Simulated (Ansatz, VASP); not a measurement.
**One calculation of TiAl5, two programs**

```
CELL_PARAMETERS angstrom
-3.27623 3.27623 2.76006
3.27623 -3.27623 2.76006
3.27623 3.27623 -2.76006
ATOMIC_POSITIONS crystal
Ti 0.50000 0.50000 0.00000
Al 0.50000 0.50000 0.50000
Al 0.00000 0.00000 0.50000
Al 0.50000 0.00000 0.00000
Al 0.00000 0.50000 0.00000
Al 0.00000 0.00000 0.00000
```

Alike in both runs: functional PBE; k mesh 4 × 4 × 4; occupations gaussian, width 0.1 eV; no spin polarisation.

Ansatz relaxed the structure, and its values are those at the end. VASP's run is a single point on that final structure, the one shown.

|  | VASP | Ansatz |
| --- | --- | --- |
| version | VASP 6.6.1 | Ansatz 0.2.0 |
| potentials or method | VASP PAW PBE potentials, release 64 (Ti_sv, Al), cutoff 520 eV | scalar-relativistic, plane waves, PAW |
| valence electrons in the cell | 27 | 27 |

```tsv
	VASP	Ansatz	Ansatz less VASP
gap on the k mesh at the Fermi level (eV)	none	none	-
pressure (GPa)	0.1	0.2	+0.03
```

A gap of «none» marks a metal or a gap that the smearing closes.

The k mesh is coarse, so the values compare programs but aren't converged.
